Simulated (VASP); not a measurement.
Wanted: the native input for a VASP 6.6.1 run.

```
Task                   : electric field gradients
Functional             : PBE
Potentials or basis    : VASP PAW PBE potentials, release 64 (Fe)
Cutoff                 : 520 eV
k mesh                 : 22 × 22 × 22
Occupations            : gaussian, width 0.05 eV
Spin                   : collinear spin, ferromagnetic start
Starting moments       : [2.43] μB
Dipole correction      : no
Further INCAR settings : ALGO = Fast; EDIFF = 1e-08; NBANDS = 14
```

The structure of Fe lies in POSCAR:

```
Fe
1.0
   -1.4430000000      1.4430000000      1.4430000000
    1.4430000000     -1.4430000000      1.4430000000
    1.4430000000      1.4430000000     -1.4430000000
Fe
1
Direct
    0.0000000000      0.0000000000      0.0000000000
```

One way to write it, as run:

INCAR

```
PREC     = Accurate       # precision mode
ENCUT    = 520            # plane-wave cutoff, eV
EDIFF    = 1E-8           # SCF threshold, eV
ISMEAR   = 0              # smearing method
SIGMA    = 0.05           # smearing width, eV
LREAL    = F              # projectors in reciprocal space
LASPH    = T              # aspherical terms in the spheres
NELM     = 150            # most SCF steps
ALGO     = Fast           # electronic algorithm
ISIF     = 2              # what is computed and relaxed
LWAVE    = F              # write WAVECAR
LCHARG   = F              # write CHGCAR
ISPIN    = 2              # spin polarisation
MAGMOM   = 2.43           # initial moments
LORBIT   = 11             # projections on sites
LMAXMIX  = 4              # l up to which the mixer works
GGA      = PE             # functional
LEFG     = T            
NBANDS   = 14             # bands
```

KPOINTS

```
regular mesh
0
Gamma
  22 22 22
```

Potentials or basis: VASP PAW PBE potentials, release 64 (Fe).

Command:

```bash
$ cat potpaw_PBE.64/Fe/POTCAR > POTCAR
$ mpirun -np 1 vasp_std > vasp.out
```

It gave:

```json
{
 "Pressure": "-9.2 GPa",
 "Net moment": "2.30 μB per cell",
 "Site moments": "Fe +2.30 μB",
 "Valence electrons inside the program's atomic spheres": "Fe 7.16"
}
```

Caveat: without QUAD_EFG the Cq values of the log hold for a quadrupole moment of 1 mb, not for the nuclei.

Run time: 7.9 min on 1 thread of AMD EPYC 7R13, on a shared host, peak memory 0.17 GiB.
